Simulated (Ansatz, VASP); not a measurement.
# Two plane-wave programs on BeZn2TeS2

```xyz
6
Lattice="5.4857 0.0000 0.0000 0.0000 5.4857 0.0000 0.0000 0.0000 4.5231" Properties=species:S:1:pos:R:3 pbc="T T T"
Be    0.0000    0.0000    0.0000
Zn    0.0000    2.7429    0.0000
Zn    2.7429    0.0000    0.0000
Te    2.7429    2.7429    0.0000
S     0.0000    2.7429    2.2615
S     2.7429    0.0000    2.2615
```

Alike in both runs: functional PBE; k mesh 8 × 8 × 8; occupations gaussian, width 0.1 eV; no spin polarisation.

Ansatz relaxed the structure, and its values are those at the end. VASP's run is a single point on that final structure, the one shown.

|  | VASP | Ansatz |
| --- | --- | --- |
| version | VASP 6.6.1 | Ansatz 0.2.0 |
| potentials or method | VASP PAW PBE potentials, release 64 (Be, Zn, Te, S), cutoff 520 eV | scalar-relativistic, plane waves, PAW |
| valence electrons in the cell | 44 | 54 |

Ansatz gave:

* gap on the k mesh at the Fermi level (eV): none
* pressure (GPa): 0.0

**Question.** Estimate VASP's values.

**Answer.** gap on the k mesh at the Fermi level (eV): none; pressure (GPa): 0.1.

A gap of «none» marks a metal or a gap that the smearing closes. VASP's potentials hold 44 valence electrons a cell and Ansatz's 54, so a difference there can come from the potentials and not from the codes.

Spin-orbit coupling is off throughout.
